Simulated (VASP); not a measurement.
# Mg3ZnS4 (P4/mmm) in VASP: relaxation of cell and atoms with PBE

Aim: the relaxation of cell and atoms of Mg3ZnS4 with PBE.

Everything below comes from runs of VASP 6.6.1. Logs are shortened: lines on timing, memory, paths and dates and some standing lists are left out, and cuts for length are marked.

### Step 1. The cell of the first run

Symmetry: P4/mmm, No. 123, tetragonal system. The conventional cell has a = 3.677 Å, b = 3.677 Å, c = 10.397 Å, α = 90.00°, β = 90.00°, γ = 90.00°. Mg (site symmetry 4mm) has 6 S at 2.57 to 2.63 Å within 3.4 Å. Mg (site symmetry 4/mmm) has 6 S at 2.60 to 2.64 Å within 3.4 Å. Within 3.4 Å of Zn (site symmetry 4/mmm) lie 6 S at 2.56 to 2.60 Å. S (site symmetry 4/mmm) has 2 Mg at 2.57 Å and 4 Zn at 2.60 Å within 3.4 Å. Within 3.4 Å of S (site symmetry 4mm) lie 1 Zn at 2.56 Å and 5 Mg at 2.60 to 2.64 Å. Within 3.4 Å of S (site symmetry 4/mmm) lie 6 Mg at 2.60 to 2.63 Å.

### Step 2. Relaxation of cell and atoms, PBE

Contents of INCAR:

```
ALGO = Normal
EDIFF = 1E-7
EDIFFG = -0.01
ENCUT = 600
GGA = PE
IBRION = 2
ISIF = 3
ISMEAR = 0
LASPH = True
LCHARG = False
LREAL = False
LWAVE = False
NELM = 80
NSW = 100
PREC = Accurate
SIGMA = 0.02
```

Contents of KPOINTS:

```
k-points
0
Gamma
  8 8 4
```

Contents of POSCAR:

```
Mg3ZnS4
1.0
    3.6773859000      0.0000000000      0.0000000000
    0.0000000000      3.6773859000      0.0000000000
    0.0000000000      0.0000000000     10.3971707000
Mg Zn S
3 1 4
Direct
    0.0000000000      0.0000000000      0.7527100000
    0.0000000000      0.0000000000      0.2472900000
    0.5000000000      0.5000000000      0.5000000000
    0.5000000000      0.5000000000      0.0000000000
    0.0000000000      0.0000000000      0.0000000000
    0.5000000000      0.5000000000      0.2463500000
    0.0000000000      0.0000000000      0.5000000000
    0.5000000000      0.5000000000      0.7536500000
```

Potentials or basis: VASP PAW PBE potentials, release 64 (Mg, Zn, S).

Launch:

```sh
$ cat potpaw_PBE.64/Mg/POTCAR potpaw_PBE.64/Zn/POTCAR potpaw_PBE.64/S/POTCAR > POTCAR
$ mpirun -np 1 vasp_std > vasp.out
```

OUTCAR:

```text
EDIFF = 1E-7
   EDIFFG = -0.01
   ENCUT = 600
   GGA = PE
   IBRION = 2
   ISIF = 3
   ISMEAR = 0
   LASPH = True
   LREAL = False
   NELM = 80
   NSW = 100
   PREC = Accurate

 ion  position               nearest neighbor table
   1  0.000  0.000  0.753-   5 2.57   8 2.60   8 2.60   8 2.60   8 2.60   7 2.63
   2  0.000  0.000  0.247-   5 2.57   6 2.60   6 2.60   6 2.60   6 2.60   7 2.63
   3  0.500  0.500  0.500-   7 2.60   7 2.60   7 2.60   7 2.60   8 2.64   6 2.64
   4  0.500  0.500  0.000-   6 2.56   8 2.56   5 2.60   5 2.60   5 2.60   5 2.60
   5  0.000  0.000  0.000-   1 2.57   2 2.57   4 2.60   4 2.60   4 2.60   4 2.60
   6  0.500  0.500  0.246-   4 2.56   2 2.60   2 2.60   2 2.60   2 2.60   3 2.64
   7  0.000  0.000  0.500-   3 2.60   3 2.60   3 2.60   3 2.60   1 2.63   2 2.63
   8  0.500  0.500  0.754-   4 2.56   1 2.60   1 2.60   1 2.60   1 2.60   3 2.64

  LATTYP: Found a simple tetragonal cell.
 ALAT       =     3.6773859000
 C/A-ratio  =     2.8273265256

  Lattice vectors:

 A1 = (   3.6773859000,   0.0000000000,   0.0000000000)
 A2 = (   0.0000000000,   3.6773859000,   0.0000000000)
 A3 = (   0.0000000000,   0.0000000000,  10.3971707000)

Analysis of symmetry for initial positions (statically):
=====================================================================
 Subroutine PRICEL returns:
 Original cell was already a primitive cell.

 Routine SETGRP: Setting up the symmetry group for a
 simple tetragonal supercell.

 Subroutine GETGRP returns: Found 16 space group operations
 (whereof 16 operations were pure point group operations)
 out of a pool of 16 trial point group operations.

The static configuration has the point symmetry D_4h.

Analysis of symmetry for dynamics (positions and initial velocities):
=====================================================================
 Subroutine PRICEL returns:
 Original cell was already a primitive cell.

 Routine SETGRP: Setting up the symmetry group for a
 simple tetragonal supercell.

 Subroutine GETGRP returns: Found 16 space group operations
 (whereof 16 operations were pure point group operations)
 out of a pool of 16 trial point group operations.

The dynamic configuration has the point symmetry D_4h.

 Subroutine INISYM returns: Found 16 space group operations
 (whereof 16 operations are pure point group operations),
 and found     1 'primitive' translations

----------------------------------------------------------------------------------------

                                     Primitive cell

  volume of cell :     140.6027

  direct lattice vectors                    reciprocal lattice vectors
     3.677385900  0.000000000  0.000000000     0.271932298  0.000000000  0.000000000
     0.000000000  3.677385900  0.000000000     0.000000000  0.271932298  0.000000000
     0.000000000  0.000000000 10.397170700     0.000000000  0.000000000  0.096180012

  length of vectors
     3.677385900  3.677385900 10.397170700     0.271932298  0.271932298  0.096180012

  position of ions in fractional coordinates (direct lattice)
     0.000000000  0.000000000  0.752710000
     0.000000000  0.000000000  0.247290000
     0.500000000  0.500000000  0.500000000
     0.500000000  0.500000000  0.000000000
     0.000000000  0.000000000  0.000000000
     0.500000000  0.500000000  0.246350000
     0.000000000  0.000000000  0.500000000
     0.500000000  0.500000000  0.753650000

  ion indices of the primitive-cell ions
   primitive index   ion index
                 1           1
                 2           2
                 3           3
                 4           4
                 5           5
                 6           6
                 7           7
                 8           8

----------------------------------------------------------------------------------------

 KPOINTS: k-points

Automatic generation of k-mesh.
 Grid dimensions read from file:
 generate k-points for:    8    8    4

 Generating k-lattice:

  Cartesian coordinates                     Fractional coordinates (reciprocal lattice)
     0.033991537  0.000000000  0.000000000     0.125000000  0.000000000  0.000000000
     0.000000000  0.033991537  0.000000000     0.000000000  0.125000000  0.000000000
     0.000000000  0.000000000  0.024045003     0.000000000  0.000000000  0.250000000

  Length of vectors
     0.033991537  0.033991537  0.024045003

  Shift w.r.t. Gamma in fractional coordinates (k-lattice)
     0.000000000  0.000000000  0.000000000

 Subroutine IBZKPT returns following result:
 ===========================================

 Found     45 irreducible k-points:

 Following reciprocal coordinates:
            Coordinates               Weight
  0.000000  0.000000  0.000000      1.000000
  0.125000  0.000000  0.000000      4.000000
  0.250000  0.000000  0.000000      4.000000
  0.375000  0.000000  0.000000      4.000000
  0.500000  0.000000  0.000000      2.000000
  0.125000  0.125000  0.000000      4.000000
[... 16 lines left out ...]
  0.375000  0.125000  0.250000     16.000000
  0.500000  0.125000  0.250000      8.000000
 [... further k-points ...]
   k-points           NKPTS =     45   k-points in BZ     NKDIM =     45   number of bands    NBANDS=     26
   number of dos      NEDOS =    301   number of ions     NIONS =      8
   total plane-waves  NPLWV =  75600
   dimension x,y,z NGX =    30 NGY =   30 NGZ =   84
   dimension x,y,z NGXF=    60 NGYF=   60 NGZF=  168
   ions per type =               3   1   4
   NGX,Y,Z   is equivalent  to a cutoff of  13.56, 13.56, 13.43 a.u.
   NGXF,Y,Z  is equivalent  to a cutoff of  27.12, 27.12, 26.86 a.u.
 SYSTEM =  unknown system
   PREC   = accura    normal or accurate (medium, high low for compatibility)
   ISTART =      0    job   : 0-new  1-cont  2-samecut
   ICHARG =      2    charge: 1-file 2-atom 10-const
   ISPIN  =      1    spin polarized calculation?
   LNONCOLLINEAR =      F non collinear calculations
   LSORBIT =      F    spin-orbit coupling
   LASPH  =      T    aspherical Exc in radial PAW
   ENCUT  =  600.0 eV  44.10 Ry    6.64 a.u.   7.34  7.34 20.77*2*pi/ulx,y,z
   NELM   =     80;   NELMIN=  2; NELMDL= -5     # of ELM steps
   EDIFF  = 0.1E-06   stopping-criterion for ELM
   LREAL  =      F    real-space projection
   EDIFFG = -.1E-01   stopping-criterion for IOM
   NSW    =    100    number of steps for IOM
   IBRION =      2    ionic relax: 0-MD 1-quasi-New 2-CG
   NFREE  =      1    steps in history (QN), initial steepest desc. (CG)
   ISIF   =      3    stress and relaxation
   ISYM   =      2    0-nonsym 1-usesym 2-fastsym
   POTIM  = 0.5000    time-step for ionic-motion
   TEBEG  =    0.0;   TEEND  =   0.0 temperature during run
   PSTRESS=    0.0 pullay stress
   NELECT =      42.0000    total number of electrons
   NUPDOWN=      -1.0000    fix difference up-down
   EMIN   =  10.00;   EMAX   =-10.00  energy-range for DOS
   EFERMI =   0.00;   METHOD = LEGACY
   ISMEAR =     0;   SIGMA  =   0.02  broadening in eV -4-tet -1-fermi 0-gaus
   EFERMI_NEDOS =   21; number of points for ismear=-14 and -15
   IALGO  =     38    algorithm
   IMIX   =      4    mixing-type and parameters
     AMIX     =   0.40;   BMIX     =  1.00
     AMIX_MAG =   1.60;   BMIX_MAG =  1.00
  volume/ion in A,a.u.               =      17.58       118.60
  Fermi-wavevector in a.u.,A,eV,Ry     =   1.094360  2.068040 16.294650  1.197623
  Thomas-Fermi vector in A             =   2.230663
   LORBIT       =      0    0 simple, 1 ext, 2 COOP (PROOUT), +10 PAW based schemes
   GGA     = PE    functional components
   LHFCALC =     F    Hartree Fock is set to
   AEXX    =    0.0000 exact exchange contribution
   IVDW    =     0    specifies the selected vdW correction
   LEPSILON=     F    determine dielectric tensor
   LRPA    =     F    only Hartree local field effects (RPA)
 conjugate gradient relaxation of ions
 non-spin polarized calculation
 Gauss-broadening in eV      SIGMA  =   0.02
  energy-cutoff  :      600.00
  volume of cell :      140.60
 maximum number of plane-waves:      4738
 NGX is ok and might be reduce to    30
   NGX = 15   NGY = 15   NGZ = 41

--------------------------------------- Ionic step        1  -------------------------------------------

 number of electron      41.9999999 magnetization

 Free energy of the ion-electron system (eV)
  ---------------------------------------------------
  ext. energy  EPLUGINS =         0.00000000
  ---------------------------------------------------
  free energy    TOTEN  =       -31.68321193 eV

  energy without entropy =      -31.68321193  energy(sigma->0) =      -31.68321193

------------------------ aborting loop because EDIFF is reached ----------------------------------------

  FORCE on cell =-STRESS in cart. coord.  units (eV):
  Direction    XX          YY          ZZ          XY          YZ          ZX
  --------------------------------------------------------------------------------------
  -------------------------------------------------------------------------------------
  Total       -0.1516581     -0.1516581     -0.1114192      0.0000000      0.0000000      0.0000000
  in kB       -1.7281550     -1.7281550     -1.2696295      0.0000000      0.0000000      0.0000000
  external PRESSURE =      -1.5753132 kB  Pullay stress =       0.0000000 kB
[... 111 lines left out ...]
  energy  without entropy=      -31.6833937517  energy(sigma->0) =      -31.68339375

--------------------------------------- Ionic step        4  -------------------------------------------

 number of electron      41.9999998 magnetization

 Free energy of the ion-electron system (eV)
  ---------------------------------------------------
  ext. energy  EPLUGINS =         0.00000000
  ---------------------------------------------------
  free energy    TOTEN  =       -31.68341917 eV

  energy without entropy =      -31.68341917  energy(sigma->0) =      -31.68341917

 E-fermi :   3.9400     XC(G=0):  -9.9084

 val. band max:        3.8013932579   @ k =   0.5000   0.0000   0.0000
 cond. band min:       4.8253061169   @ k =   0.5000   0.5000   0.0000
 fundamental gap:      1.0239128590
 Fermi energy:         3.9399828632

 k-point     1 :       0.0000    0.0000    0.0000
  band No.  band energies     occupation
      1      -9.2260      2.00000
      2      -8.5002      2.00000
      3      -8.4235      2.00000
      4      -7.5388      2.00000
      5      -2.2358      2.00000
      6      -2.2114      2.00000
[... 685 lines left out ...]
     25       9.2394      0.00000
     26       9.6308      0.00000

 [... further k-points ...]
[... 5 lines left out ...]
  --------------------------------------------------------------------------------------
  -------------------------------------------------------------------------------------
  Total        0.0026814      0.0026814      0.0182579      0.0000000      0.0000000     -0.0000000
  in kB        0.0306229      0.0306229      0.2085106      0.0000000      0.0000000     -0.0000000
  external PRESSURE =       0.0899188 kB  Pullay stress =       0.0000000 kB
[... 23 lines left out ...]
  FREE ENERGIE OF THE ION-ELECTRON SYSTEM (eV)
  ---------------------------------------------------
  free  energy   TOTEN  =       -31.6834191738 eV

  energy  without entropy=      -31.6834191738  energy(sigma->0) =      -31.68341917

 reached required accuracy - stopping structural energy minimisation
```

It took 7.8 min on 1 thread of Intel Xeon Platinum 8259CL at 2.50GHz (Skylake/Cascade Lake), shared host; peak memory 0.41 GiB.

What came out:

```
Free energy                            : -31.6834 eV
Relaxed volume                         : 17.54 Å³/atom
Relaxed cell                           : a = 3.674 Å, b = 3.674 Å, c = 10.392 Å, α = 90.00°, β = 90.00°, γ = 90.00°
Space group after relaxing (to 0.05 Å) : P4/mmm (No. 123)
Energy gained by relaxing              : 0.0 meV/atom
Ionic steps                            : 4
Pressure after relaxing                : 0.0 GPa
Largest force after relaxing           : 0.010 eV/Å
Band gap on the k mesh                 : 1.02 eV, indirect (least direct gap 1.61 eV)
```

Forces in eV/Å, atoms in the order of the input:
```
Mg   0.000  0.000 -0.006
Mg   0.000  0.000  0.006
Mg   0.000  0.000  0.000
Zn   0.000  0.000  0.000
S    0.000  0.000  0.000
S    0.000  0.000  0.010
S    0.000  0.000  0.000
S    0.000  0.000 -0.010
```

The path:
| step | energy change (eV) | largest force (eV/Å) | pressure (GPa) | volume (Å³) |
| --- | --- | --- | --- | --- |
| 1 | 0.0000 | 0.0198 | -0.16 | 140.60 |
| 2 | -0.0002 | 0.0143 | 0.04 | 140.25 |
| 3 | -0.0002 | 0.0147 | 0.02 | 140.28 |
| 4 | -0.0002 | 0.0098 | 0.01 | 140.29 |

Final structure:
```
CELL_PARAMETERS angstrom
3.67420 0.00000 0.00000
0.00000 3.67420 0.00000
0.00000 0.00000 10.39221
ATOMIC_POSITIONS crystal
Mg 0.00000 0.00000 0.75267
Mg 0.00000 0.00000 0.24733
Mg 0.50000 0.50000 0.50000
Zn 0.50000 0.50000 0.00000
S 0.00000 0.00000 0.00000
S 0.50000 0.50000 0.24651
S 0.00000 0.00000 0.50000
S 0.50000 0.50000 0.75349
```

Levels at points of the mesh, in eV from the valence-band top:
```csv
k point,band 18,band 19,band 20,band 21,band 22,band 23,band 24,band 25
"(0.00, 0.00, 0.00)",-1.17,-0.30,-0.28,-0.28,1.33,3.21,4.29,4.35
"(0.50, 0.00, 0.00)",-0.83,-0.80,-0.36,0.00,4.12,4.25,4.92,5.20
"(0.50, 0.50, 0.00)",-2.07,-1.99,-1.99,-1.94,1.02,2.56,4.44,4.47
"(0.00, 0.00, 0.50)",-0.60,-0.60,-0.58,-0.58,1.73,3.06,4.35,4.46
"(0.50, 0.00, 0.50)",-0.92,-0.89,-0.82,0.00,4.69,5.07,5.08,5.15
"(0.50, 0.50, 0.50)",-2.50,-2.41,-2.32,-2.29,1.73,3.29,3.55,3.60
```

A k mesh can miss the band edges.
